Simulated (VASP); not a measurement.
As: single point with PBE+D3(BJ)

Slab: As, a slab with vacuum.

```
CELL_PARAMETERS angstrom
3.57134 0.00000 0.00000
-1.78567 3.09287 0.00000
0.00000 0.00000 20.29528
ATOMIC_POSITIONS crystal
As 0.33333 0.66667 0.29059
As 0.66667 0.33333 0.22173
As 0.00000 0.33333 0.50333
As 0.66667 0.66667 0.43447
```

```json
{
 "Program": "VASP 6.6.1",
 "Task": "single point",
 "Functional": "PBE",
 "Dispersion": "D3(BJ)",
 "Potentials or basis": "VASP PAW PBE potentials, release 64 (As)",
 "Cutoff": "520 eV",
 "k mesh": "9 × 9 × 1",
 "Occupations": "gaussian, width 0.05 eV",
 "Spin": "no spin polarisation"
}
```

* Largest force: 0.227 eV/Å
* Band gap on the k mesh: 0.48 eV, indirect (least direct gap 1.13 eV)
* Dispersion energy per atom: -0.287 eV

Forces in eV/Å, atoms in the order of the input:
```
As  -0.193  0.010 -0.119
As  -0.085 -0.010 -0.112
As   0.085 -0.010  0.112
As   0.193  0.010  0.119
```

Levels at points of the mesh, in eV from the valence-band top:
| k point | band 8 | band 9 | band 10 | band 11 | band 12 | band 13 |
| --- | --- | --- | --- | --- | --- | --- |
| (0.00, 0.00, 0.00) | -0.64 | -0.61 | -0.18 | 1.27 | 2.11 | 2.72 |

Wall time 2.7 min on 1 thread of AMD EPYC 9R45 (Zen 5), on a shared host, peak memory 0.33 GiB.
